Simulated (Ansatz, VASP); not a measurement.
## One calculation of BP, two programs

Contents of INCAR:

```
SYSTEM = BP
PREC = Accurate ; ENCUT = 520
EDIFF = 1E-6 ; ISMEAR = 0
SIGMA = 0.05 ; LREAL = .FALSE.
LASPH = .TRUE. ; NELM = 80
ALGO = Normal ; ISIF = 2
LWAVE = .FALSE. ; LCHARG = .TRUE.
LELF = .TRUE. ; LVHAR = .TRUE.
NBANDS = 11
```

KPOINTS

```
Automatic mesh
0
G
  10 10 10
  0 0 0
```

Contents of POSCAR:

```
BP
1.0
    0.0000000000      2.2690000000      2.2690000000
    2.2690000000      0.0000000000      2.2690000000
    2.2690000000      2.2690000000      0.0000000000
B P
1 1
Direct
    0.0000000000      0.0000000000      0.0000000000
    0.7500000000      0.7500000000      0.7500000000
```

Input for Ansatz:

```yaml
crystal:
  lattice:
    - [0.0, 2.269, 2.269]
    - [2.269, 0.0, 2.269]
    - [2.269, 2.269, 0.0]
  atoms:
    - { symbol: B, position: [0.0, 0.0, 0.0] }
    - { symbol: P, position: [0.75, 0.75, 0.75] }
basis:
  ecutwfc: 420
kpoints:
  mp_grid: { grid: [10, 10, 10] }
hamiltonian:
  xc: lda
scf:
  occupations: { method: gaussian, width: 0.05 }
output:
  forces: true
  stress: true
  eigenvalues: true
```

Alike in both runs: task single point; functional LDA; k mesh 10 × 10 × 10; occupations gaussian, width 0.05 eV; no spin polarisation.

|  | VASP | Ansatz |
| --- | --- | --- |
| version | VASP 6.6.1 | Ansatz 0.2.0 |
| potentials or method | VASP PAW LDA potentials, release 64 (B, P), cutoff 520 eV | scalar-relativistic, plane waves, PAW |
| valence electrons in the cell | 8 | 8 |

|  | VASP | Ansatz | Ansatz less VASP |
| --- | --- | --- | --- |
| gap on the k mesh at the Fermi level (eV) | 1.19 | 1.19 | 0.000 |
| least direct gap on the mesh (eV) | 3.38 | 3.38 | -0.002 |
| pressure (GPa) | -5.3 | -5.2 | +0.10 |

LDA's correlation is that of Perdew and Zunger in VASP and of Perdew and Wang (1992) in Ansatz.
